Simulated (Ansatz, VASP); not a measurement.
## BAs: VASP beside Ansatz

```xyz
2
Lattice="0.0000 2.3919 2.3919 2.3919 0.0000 2.3919 2.3919 2.3919 0.0000" Properties=species:S:1:pos:R:3 pbc="T T T"
B     0.0000    0.0000    0.0000
As    1.1960    1.1960    1.1960
```

Alike in both runs: task single point; functional r2SCAN; k mesh 10 × 10 × 10; occupations gaussian, width 0.02 eV; no spin polarisation.

|  | VASP | Ansatz |
| --- | --- | --- |
| version | VASP 6.6.1 | Ansatz 0.2.0 |
| potentials or method | VASP PAW PBE potentials, release 64 (B, As), cutoff 520 eV | scalar-relativistic, plane waves, PAW |
| valence electrons in the cell | 8 | 18 |

```tsv
	VASP	Ansatz	Ansatz less VASP
gap on the k mesh at the Fermi level (eV)	1.37	1.37	0.000
least direct gap on the mesh (eV)	3.44	3.44	-0.004
```

VASP's potentials were made for PBE, not for r2SCAN. The functional is the same, so the differences come from potentials, cutoffs and numerics. VASP's potentials hold 8 valence electrons a cell and Ansatz's 18, so a difference there can come from the potentials and not from the codes.
